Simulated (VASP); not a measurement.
# Ag (Fm-3m) in VASP: density of states with PBEsol

Aim: the density of states of Ag with PBEsol.

All numbers are computed with VASP 6.6.1; they aren't measurements. Logs are shortened: lines on timing, memory, paths and dates and some standing lists are left out, and cuts for length are marked.

### Step 1. The cell of the first run

The structure is cubic, space group Fm-3m (No. 225). Conventional cell: a = 4.054 Å, b = 4.054 Å, c = 4.054 Å, α = 90.00°, β = 90.00°, γ = 90.00°. Ag (site symmetry m-3m) has 12 Ag at 2.87 Å within 3.8 Å.

### Step 2. Density of states, PBEsol

File POSCAR:

```
Ag
1.0
    0.0000000000      2.0271502879      2.0271502879
    2.0271502879      0.0000000000      2.0271502879
    2.0271502879      2.0271502879      0.0000000000
Ag
1
Direct
    0.0000000000      0.0000000000      0.0000000000
```

File INCAR.step1:

```
PREC = Accurate
ENCUT = 520
EDIFF = 1E-6
ISMEAR = 0
SIGMA = 0.05
LREAL = F
LASPH = T
NELM = 60
ALGO = Normal
ISIF = 2
LWAVE = F
LCHARG = T
LMAXMIX = 4
GGA = PS
NBANDS = 12
```

File KPOINTS.step1:

```
Automatic mesh
0
Gamma
  18 18 18
```

File INCAR.step2:

```
PREC = Accurate
ENCUT = 520
EDIFF = 1E-6
ISMEAR = -5
SIGMA = 0.05
LREAL = F
LASPH = T
NELM = 60
ALGO = Normal
ISIF = 2
LWAVE = F
LCHARG = F
LMAXMIX = 4
GGA = PS
LORBIT = 11
NBANDS = 12
NEDOS = 1001
ICHARG = 11
```

File KPOINTS.step2:

```
Automatic mesh
0
Gamma
  27 27 27
```

Potentials or basis: VASP PAW PBE potentials, release 64 (Ag).

Started as:

```
$ cat potpaw_PBE.64/Ag/POTCAR > POTCAR
$ cp INCAR.step1 INCAR
$ cp KPOINTS.step1 KPOINTS
$ mpirun -np 1 vasp_std > vasp.out
$ cp INCAR.step2 INCAR
$ cp KPOINTS.step2 KPOINTS
$ mpirun -np 1 vasp_std > vasp.out
```

OUTCAR:

```text
PREC = Accurate
   ENCUT = 520
   EDIFF = 1E-6
   ISMEAR = -5
   LREAL = F
   LASPH = T
   NELM = 60
   ISIF = 2
   GGA = PS
   LORBIT = 11
   ICHARG = 11

 ion  position               nearest neighbor table
   1  0.000  0.000  0.000-

  LATTYP: Found a face centered cubic cell.
 ALAT       =     4.0543005758

  Lattice vectors:

 A1 = (   0.0000000000,   2.0271502879,   2.0271502879)
 A2 = (   2.0271502879,   0.0000000000,   2.0271502879)
 A3 = (   2.0271502879,   2.0271502879,   0.0000000000)

Analysis of symmetry for initial positions (statically):
=====================================================================
 Subroutine PRICEL returns:
 Original cell was already a primitive cell.

 Routine SETGRP: Setting up the symmetry group for a
 face centered cubic supercell.

 Subroutine GETGRP returns: Found 48 space group operations
 (whereof 48 operations were pure point group operations)
 out of a pool of 48 trial point group operations.

The static configuration has the point symmetry O_h .

Analysis of symmetry for dynamics (positions and initial velocities):
=====================================================================
 Subroutine PRICEL returns:
 Original cell was already a primitive cell.

 Routine SETGRP: Setting up the symmetry group for a
 face centered cubic supercell.

 Subroutine GETGRP returns: Found 48 space group operations
 (whereof 48 operations were pure point group operations)
 out of a pool of 48 trial point group operations.

The dynamic configuration has the point symmetry O_h .

 Subroutine INISYM returns: Found 48 space group operations
 (whereof 48 operations are pure point group operations),
 and found     1 'primitive' translations

----------------------------------------------------------------------------------------

                                     Primitive cell

  volume of cell :      16.6605

  direct lattice vectors                    reciprocal lattice vectors
     0.000000000  2.027150288  2.027150288    -0.246651668  0.246651668  0.246651668
     2.027150288  0.000000000  2.027150288     0.246651668 -0.246651668  0.246651668
     2.027150288  2.027150288  0.000000000     0.246651668  0.246651668 -0.246651668

  length of vectors
     2.866823430  2.866823430  2.866823430     0.427213221  0.427213221  0.427213221

  position of ions in fractional coordinates (direct lattice)
     0.000000000  0.000000000  0.000000000

  ion indices of the primitive-cell ions
   primitive index   ion index
                 1           1

----------------------------------------------------------------------------------------

 KPOINTS: Automatic mesh

Automatic generation of k-mesh.
 Grid dimensions read from file:
 generate k-points for:   27   27   27

 Generating k-lattice:

  Cartesian coordinates                     Fractional coordinates (reciprocal lattice)
    -0.009135247  0.009135247  0.009135247     0.037037037  0.000000000  0.000000000
     0.009135247 -0.009135247  0.009135247     0.000000000  0.037037037  0.000000000
     0.009135247  0.009135247 -0.009135247     0.000000000  0.000000000  0.037037037

  Length of vectors
     0.015822712  0.015822712  0.015822712

  Shift w.r.t. Gamma in fractional coordinates (k-lattice)
     0.000000000  0.000000000  0.000000000

 TETIRR: Found   2653 inequivalent tetrahedra from   118098

 Subroutine IBZKPT returns following result:
 ===========================================

 Found    560 irreducible k-points:

 Following reciprocal coordinates:
            Coordinates               Weight
  0.000000  0.000000  0.000000      1.000000
  0.037037  0.000000  0.000000      8.000000
  0.074074  0.000000  0.000000      8.000000
  0.111111  0.000000  0.000000      8.000000
  0.148148  0.000000  0.000000      8.000000
  0.185185  0.000000  0.000000      8.000000
[... 16 lines left out ...]
  0.333333  0.037037  0.000000     24.000000
  0.370370  0.037037  0.000000     24.000000
 [... further k-points ...]
   k-points           NKPTS =    560   k-points in BZ     NKDIM =    560   number of bands    NBANDS=     12
   number of dos      NEDOS =   1001   number of ions     NIONS =      1
   total plane-waves  NPLWV =  13824
   dimension x,y,z NGX =    24 NGY =   24 NGZ =   24
   dimension x,y,z NGXF=    48 NGYF=   48 NGZF=   48
   ions per type =               1
   NGX,Y,Z   is equivalent  to a cutoff of  13.92, 13.92, 13.92 a.u.
   NGXF,Y,Z  is equivalent  to a cutoff of  27.84, 27.84, 27.84 a.u.
 SYSTEM =  unknown system
   PREC   = accura    normal or accurate (medium, high low for compatibility)
   ISTART =      0    job   : 0-new  1-cont  2-samecut
   ICHARG =     11    charge: 1-file 2-atom 10-const
   ISPIN  =      1    spin polarized calculation?
   LNONCOLLINEAR =      F non collinear calculations
   LSORBIT =      F    spin-orbit coupling
   LASPH  =      T    aspherical Exc in radial PAW
   ENCUT  =  520.0 eV  38.22 Ry    6.18 a.u.   5.33  5.33  5.33*2*pi/ulx,y,z
   NELM   =     60;   NELMIN=  2; NELMDL=  0     # of ELM steps
   EDIFF  = 0.1E-05   stopping-criterion for ELM
   LREAL  =      F    real-space projection
[... 7 lines left out ...]
   TEBEG  =    0.0;   TEEND  =   0.0 temperature during run
   PSTRESS=    0.0 pullay stress
   NELECT =      11.0000    total number of electrons
   NUPDOWN=      -1.0000    fix difference up-down
   EMIN   =  10.00;   EMAX   =-10.00  energy-range for DOS
   EFERMI =   0.00;   METHOD = LEGACY
   ISMEAR =    -5;   SIGMA  =   0.05  broadening in eV -4-tet -1-fermi 0-gaus
   EFERMI_NEDOS =   21; number of points for ismear=-14 and -15
   IALGO  =     38    algorithm
   IMIX   =      4    mixing-type and parameters
     AMIX     =   0.40;   BMIX     =  1.00
     AMIX_MAG =   1.60;   BMIX_MAG =  1.00
  volume/ion in A,a.u.               =      16.66       112.43
  Fermi-wavevector in a.u.,A,eV,Ry     =   1.425530  2.693862 27.648897  2.032137
  Thomas-Fermi vector in A             =   2.545905
   LORBIT       =     11    0 simple, 1 ext, 2 COOP (PROOUT), +10 PAW based schemes
   GGA     = PS    functional components
   LHFCALC =     F    Hartree Fock is set to
   AEXX    =    0.0000 exact exchange contribution
   IVDW    =     0    specifies the selected vdW correction
   LEPSILON=     F    determine dielectric tensor
   LRPA    =     F    only Hartree local field effects (RPA)
 non-spin polarized calculation
 Fermi weights with tetrahedron method with Bloechl corrections
  energy-cutoff  :      520.00
  volume of cell :       16.66
 maximum number of plane-waves:       462
 NGX is ok and might be reduce to    24

 number of electron      11.0000001 magnetization

 Free energy of the ion-electron system (eV)
  ---------------------------------------------------
  ext. energy  EPLUGINS =         0.00000000
  ---------------------------------------------------
  free energy    TOTEN  =        -3.30923766 eV

  energy without entropy =       -3.30923766  energy(sigma->0) =       -3.30923766

 E-fermi :   8.5813     XC(G=0): -12.5505

 val. band max:        8.5666269032   @ k =  -0.3333   0.1852   0.0741
 cond. band min:       8.5957543786   @ k =   0.4815   0.1481   0.0000
 fundamental gap:      0.0291274755
 Fermi energy:         8.5812521842

 k-point     1 :       0.0000    0.0000    0.0000
  band No.  band energies     occupation
      1       0.5537      2.00000
      2       3.7023      2.00000
      3       3.7023      2.00000
      4       3.7023      2.00000
      5       4.7930      2.00000
      6       4.7930      2.00000
      7      24.5906      0.00000
      8      28.3004      0.00000
      9      28.3004      0.00000
     10      28.3004      0.00000
     11      33.1785      0.00000
     12      34.4593      0.00000

 k-point     2 :       0.0370    0.0000    0.0000
  band No.  band energies     occupation
      1       0.5978      2.00000
      2       3.6913      2.00000
      3       3.7151      2.00000
      4       3.7151      2.00000
      5       4.7878      2.00000
      6       4.7878      2.00000
      7      24.6079      0.00000
      8      27.8909      0.00000
      9      28.3225      0.00000
     10      28.3225      0.00000
     11      33.3758      0.00000
     12      34.4045      0.00000

 k-point     3 :       0.0741    0.0000    0.0000
  band No.  band energies     occupation
      1       0.7280      2.00000
      2       3.6611      2.00000
      3       3.7513      2.00000
      4       3.7513      2.00000
      5       4.7744      2.00000
      6       4.7744      2.00000
      7      24.6225      0.00000
      8      26.9611      0.00000
      9      28.3842      0.00000
     10      28.3842      0.00000
     11      33.1227      0.00000
     12      34.2185      0.00000
[... 286 lines left out ...]
 k-point    23 :       0.3333    0.0370    0.0000
  band No.  band energies     occupation
      1       2.1615      2.00000
      2       3.8187      2.00000
      3       3.8629      2.00000
      4       4.6526      2.00000
      5       5.2655      2.00000
      6       5.3477      2.00000
      7      17.1305      0.00000
      8      24.6435      0.00000
      9      26.9836      0.00000
     10      28.3748      0.00000
     11      31.2386      0.00000
     12      32.1628      0.00000

 k-point    24 :       0.3704    0.0370    0.0000
  band No.  band energies     occupation
      1       2.1422      2.00000
      2       3.7667      2.00000
      3       3.8138      2.00000
      4       5.0183      2.00000
      5       5.3966      2.00000
      6       5.8647      2.00000
      7      15.7668      0.00000
      8      24.3639      0.00000
      9      26.7300      0.00000
     10      27.7661      0.00000
     11      31.4905      0.00000
     12      32.0555      0.00000

 [... further k-points ...]

------------------------ aborting loop because EDIFF is reached ----------------------------------------

  FORCE on cell =-STRESS in cart. coord.  units (eV):
  Direction    XX          YY          ZZ          XY          YZ          ZX
  --------------------------------------------------------------------------------------
  -------------------------------------------------------------------------------------
  Total       -0.0688148     -0.0688148     -0.0688148      0.0000000      0.0000000      0.0000000
  in kB       -6.6176641     -6.6176641     -6.6176641      0.0000000      0.0000000      0.0000000
  external PRESSURE =      -6.6176641 kB  Pullay stress =       0.0000000 kB

 VOLUME and BASIS-vectors are now :
 -----------------------------------------------------------------------------
  energy-cutoff  :      520.00
  volume of cell :       16.66
      direct lattice vectors                 reciprocal lattice vectors
     0.000000000  2.027150288  2.027150288    -0.246651668  0.246651668  0.246651668
     2.027150288  0.000000000  2.027150288     0.246651668 -0.246651668  0.246651668
     2.027150288  2.027150288  0.000000000     0.246651668  0.246651668 -0.246651668

 POSITION                                       TOTAL-FORCE (eV/Angst)
 -----------------------------------------------------------------------------------
      0.00000      0.00000      0.00000        -0.000000      0.000000     -0.000000
 -----------------------------------------------------------------------------------
    total drift:                               -0.000000     -0.000000     -0.000000

  FREE ENERGIE OF THE ION-ELECTRON SYSTEM (eV)
  ---------------------------------------------------
  free  energy   TOTEN  =        -3.3092376605 eV

  energy  without entropy=       -3.3092376605  energy(sigma->0) =       -3.30923766

 total charge

# of ion       s       p       d       tot
------------------------------------------
    1        0.424   0.318   9.146   9.888
```

Wall time 45 s (1 thread of Intel Xeon Platinum 8488C (Sapphire Rapids), shared host); peak memory 0.22 GiB.

Results:

```
Valence electrons inside the program's atomic spheres : Ag 9.89
```

Levels at points of the mesh, in eV from the Fermi level:
| k point | band 2 | band 3 | band 4 | band 5 | band 6 | band 7 | band 8 | band 9 | band 10 | band 11 |
| --- | --- | --- | --- | --- | --- | --- | --- | --- | --- | --- |
| (0.00, 0.00, 0.00) | -4.88 | -4.88 | -4.88 | -3.79 | -3.79 | 16.01 | 19.72 | 19.72 | 19.72 | 24.60 |

Caveat: the PAW data sets were made with another functional, which shifts forces and pressure a little; tetrahedron occupations give inexact forces and stress in metals.
